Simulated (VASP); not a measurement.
A run of VASP 6.6.1 is set up as follows.

INCAR

```
PREC     = Accurate       # precision mode
ENCUT    = 520            # plane-wave cutoff, eV
EDIFF    = 1E-6           # SCF threshold, eV
ISMEAR   = -1             # smearing method
SIGMA    = 0.1            # smearing width, eV
LREAL    = False          # projectors in reciprocal space
LASPH    = True           # aspherical terms in the spheres
NELM     = 80             # most SCF steps
ALGO     = Normal         # electronic algorithm
ISIF     = 2              # what is computed and relaxed
LWAVE    = False          # write WAVECAR
LCHARG   = False          # write CHGCAR
GGA      = PE             # functional
NBANDS   = 13             # bands
```

The input KPOINTS:

```
regular mesh
0
Gamma
  17 17 17
```

File POSCAR:

```
W
1.0
    0.0000000000      2.0191492376      2.0191492376
    2.0191492376      0.0000000000      2.0191492376
    2.0191492376      2.0191492376      0.0000000000
W
1
Direct
    0.0000000000      0.0000000000      0.0000000000
```

Potentials or basis: VASP PAW PBE potentials, release 64 (W_sv).

Command:

```sh
$ cat potpaw_PBE.64/W_sv/POTCAR > POTCAR
$ mpirun -np 1 vasp_std > vasp.out
```

Predict the pressure.

0.5 GPa.

Estimate the band gap on the k mesh.

zero (band 7 reaches 13.31 eV, above the bottom of band 8 at 9.89 eV).

Caveat: spin-orbit coupling is left out, which moves the levels of the heavy elements.
